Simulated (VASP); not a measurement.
Here is a VASP 6.6.1 calculation.

File INCAR:

```
SYSTEM = ZnS
ALGO = Normal
EDIFF = 1E-6
ENCUT = 520
GGA = PE
ISIF = 2
ISMEAR = 0
LASPH = .TRUE.
LCHARG = .FALSE.
LREAL = .FALSE.
LWAVE = .FALSE.
NBANDS = 16
NELM = 80
PREC = Accurate
SIGMA = 0.017
```

Contents of KPOINTS:

```
k-points
0
G
  9 9 9
  0 0 0
```

The input POSCAR:

```
ZnS
1.0
    0.0000000000      2.7020000000      2.7020000000
    2.7020000000      0.0000000000      2.7020000000
    2.7020000000      2.7020000000      0.0000000000
Zn S
1 1
Direct
    0.7500000000      0.7500000000      0.7500000000
    0.0000000000      0.0000000000      0.0000000000
```

Potentials or basis: VASP PAW PBE potentials, release 64 (Zn, S).

Launch:

```bash
$ cat potpaw_PBE.64/Zn/POTCAR potpaw_PBE.64/S/POTCAR > POTCAR
$ mpirun -np 1 vasp_std > vasp.out
```

**Question.** Estimate the band gap on the k mesh.

**Answer.** 2.11 eV, direct.

**Question.** Estimate the pressure.

**Answer.** 1.8 GPa.

**What was measured.**

From “Electronic, vibrational, and thermodynamic properties of ZnS (zincblende and rocksalt structure)”, 2009, arxiv:0911.5022, for a bulk crystal of ZnS at 19 K: band gap 3.85 eV (direct).

Measured gap of ZnS: 3.85 eV (direct; 19 K; quoted in “Electronic, vibrational, and thermodynamic properties of ZnS (zincblende and rocksalt structure)”, 2009, arxiv:0911.5022). This calculation gives 2.11 eV (-1.74 eV). The value is that of PBE, without temperature or zero-point motion. Semilocal functionals fall short of measured gaps as a rule.
